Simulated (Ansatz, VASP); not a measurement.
# MnS: VASP beside Ansatz

```xyz
2
Lattice="0.0000 2.6045 2.6045 2.6045 0.0000 2.6045 2.6045 2.6045 0.0000" Properties=species:S:1:pos:R:3 pbc="T T T"
Mn    0.0000    0.0000    0.0000
S     2.6045    2.6045    2.6045
```

Alike in both runs: task relaxation of cell and atoms; functional PBEsol; dispersion D4; k mesh 9 × 9 × 9; occupations fermi-dirac, width 0.05 eV; collinear spin.

```csv
,VASP,Ansatz
version,VASP 6.6.1,Ansatz 0.2.0
potentials or method,"VASP PAW PBE potentials, release 64 (Mn_pv, S), cutoff 600 eV","all-electron LAPW, scalar-relativistic"
```

VASP gave:

| Item | Value |
| --- | --- |
| net moment per atom (μB) | 1.97 |
| size of the moment on the site where the two differ most (μB) | 3.65 |
| relaxed volume (Å³/atom) | 14.48 |
| relaxed cell length with the largest relative difference (Å) | 3.447 |

Task: What did Ansatz give for the same quantities?

Result: net moment per atom (μB): 1.97; size of the moment on the site where the two differ most (μB): 3.72; relaxed volume (Å³/atom): 14.46; relaxed cell length with the largest relative difference (Å): 3.445.

VASP's potentials were made for PBE, not for PBEsol. Site moments also hang on the region over which each program counts them. Ansatz ran all-electron here, and VASP with PAW potentials.

Noted on VASP's run: the volume moved by over 15 % at a fixed basis, so the end points are rough. Noted on Ansatz's run: the volume moved by over 15 % at a fixed basis, so the end points are rough.
